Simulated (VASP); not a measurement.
Crystal: Mg5ZnO6.

```
CELL_PARAMETERS angstrom
3.31120 0.00000 0.00000
0.00000 3.31120 0.00000
0.00000 0.00000 14.04825
ATOMIC_POSITIONS crystal
Mg 0.00000 0.00000 0.00000
Mg 0.50000 0.50000 0.16667
Mg 0.00000 0.00000 0.33333
Mg 0.00000 0.00000 0.66667
Mg 0.50000 0.50000 0.83333
Zn 0.50000 0.50000 0.50000
O 0.50000 0.00000 0.08333
O 0.00000 0.50000 0.25000
O 0.50000 0.00000 0.41667
O 0.00000 0.50000 0.58333
O 0.50000 0.00000 0.75000
O 0.00000 0.50000 0.91667
```

- Program: VASP 6.6.1
- Task: relaxation of cell and atoms
- Functional: PBE
- Potentials or basis: VASP PAW PBE potentials, release 64 (Mg, Zn, O)
- Cutoff: 600 eV
- k mesh: 6 × 6 × 2
- Occupations: gaussian, width 0.1 eV
- Spin: no spin polarisation

At the start: pressure -5.2 GPa; volume 12.84 Å³/atom.

Q: How do energy, volume and symmetry change on relaxing?

A: Over 6 steps the energy falls by 11.2 meV/atom and the volume is 12.23 Å³/atom (-4.7 %); space group P-4m2 (No. 115, to 0.1 Å) before and after.

The path:
```
step  energy change (eV)  largest force (eV/Å)  pressure (GPa)  volume (Å³)
   1              0.0000                0.3188           -5.23       154.03
   2             -0.1250                0.0865            1.45       144.88
   3             -0.1326                0.1206            0.08       146.56
   4             -0.1326                0.1255           -0.03       146.70
   5             -0.1339                0.0424           -0.09       146.74
   6             -0.1341                0.0344           -0.11       146.76
```

Final structure:
```
Mg Zn O
1.0
     3.26081    0.00000    0.00000
     0.00000    3.26081    0.00000
     0.00000    0.00000   13.80263
Mg Zn O
5 1 6
Direct
  0.00000 0.00000 0.00000
  0.50000 0.50000 0.16666
  0.00000 0.00000 0.33377
  0.00000 0.00000 0.66623
  0.50000 0.50000 0.83334
  0.50000 0.50000 0.50000
  0.50000 0.00000 0.08332
  0.00000 0.50000 0.25029
  0.50000 0.00000 0.41516
  0.00000 0.50000 0.58484
  0.50000 0.00000 0.74971
  0.00000 0.50000 0.91668
```
